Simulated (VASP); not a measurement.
Runs of VASP 6.6.1 on CsBa3. It takes space group Pm-3m (No. 221, cubic). The conventional cell has a = 6.604 Å, b = 6.604 Å, c = 6.604 Å, α = 90.00°, β = 90.00°, γ = 90.00°. 

```tsv
level	cutoff (eV)	gap on the mesh (eV)	pressure (GPa)
RPBE	500	none	(a)
PBEsol	500	none	-0.5
PBE	500	none	0.0
revPBE	500	none	(b)
r2SCAN	550	none	0.3
```

Alike in all rows: task single point; potentials or basis VASP PAW PBE potentials, release 64 (Cs_sv, Ba_sv); no spin polarisation; cell as given; k mesh 4 × 4 × 4; smearing fermi-dirac 0.15 eV.

Task: Estimate the missing entries.

Result: (a) 0.6; (b) 0.4.

Caveats: spin-orbit coupling is left out, which moves the levels of the heavy elements; the PAW data sets were made with another functional, which shifts forces and pressure a little (at least some runs).

A k mesh can miss the band edges, and the runs leave out spin-orbit coupling on Ba, Cs.

A gap of «none» marks levels without a gap at the run's occupations.
